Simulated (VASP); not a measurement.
A run of VASP 6.6.1 is set up as follows.

Contents of INCAR:

```
SYSTEM = Be4S
PREC = Accurate ; ENCUT = 520
EDIFF = 1E-7 ; ISMEAR = 0
SIGMA = 0.1 ; LREAL = .FALSE.
LASPH = .TRUE. ; NELM = 80
ALGO = Normal ; ISIF = 2
LWAVE = .FALSE. ; LCHARG = .TRUE.
GGA = PE ; LELF = .TRUE.
LVHAR = .TRUE. ; NBANDS = 15
```

Contents of KPOINTS:

```
Automatic mesh
0
G
  12 12 12
  0 0 0
```

Contents of POSCAR:

```
Be4S
1.0
   -2.2496634549      2.2496634549      2.9112743334
    2.2496634549     -2.2496634549      2.9112743334
    2.2496634549      2.2496634549     -2.9112743334
Be S
4 1
Direct
    0.3344940497      0.3344940497      0.0000000000
    0.6655059503      0.6655059503      0.0000000000
    0.5000000000      0.0000000000      0.5000000000
    0.0000000000      0.5000000000      0.5000000000
    0.0000000000      0.0000000000      0.0000000000
```

Potentials or basis: VASP PAW PBE potentials, release 64 (Be, S).

The run is started by

```sh
$ cat potpaw_PBE.64/Be/POTCAR potpaw_PBE.64/S/POTCAR > POTCAR
$ mpirun -np 1 vasp_std > vasp.out
```

(1) Predict the band gap on the k mesh.

(2) What does it give for the pressure?

Answers

(1) zero (bands 7 and 8 overlap by 2.38 eV).

(2) 0.0 GPa.
